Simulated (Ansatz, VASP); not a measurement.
HfC in VASP and in Ansatz

```
CELL_PARAMETERS angstrom
0.00000 2.29013 2.35988
2.29013 0.00000 2.35988
2.29013 2.29013 0.00000
ATOMIC_POSITIONS crystal
Hf 0.50000 0.50000 0.50000
C 0.00000 0.00000 0.00000
```

Change from the starting cell: strain -0.015 along x and y, +0.015 along z, atoms carried along.

Alike in both runs: task single point; functional PBE; k mesh 18 × 18 × 18; occupations gaussian, width 0.15 eV; no spin polarisation.

|  | VASP | Ansatz |
| --- | --- | --- |
| version | VASP 6.6.1 | Ansatz 0.2.0 |
| potentials or method | VASP PAW PBE potentials, release 64 (Hf_pv, C), cutoff 520 eV | scalar-relativistic, plane waves, PAW |
| valence electrons in the cell | 14 | 30 |

```csv
,VASP,Ansatz,Ansatz less VASP
gap on the k mesh at the Fermi level (eV),none,none,-
pressure (GPa),3.8,4.3,+0.59
"traceless stress, the component that is largest in VASP (GPa)",-8.31,-8.21,+0.098
```

A gap of «none» marks a metal or a gap that the smearing closes. With one functional, cell and mesh, what is left measures potentials, basis and numerics. VASP's potentials hold 14 valence electrons a cell and Ansatz's 30, so a difference there can come from the potentials and not from the codes.

Neither program's run includes spin-orbit coupling.
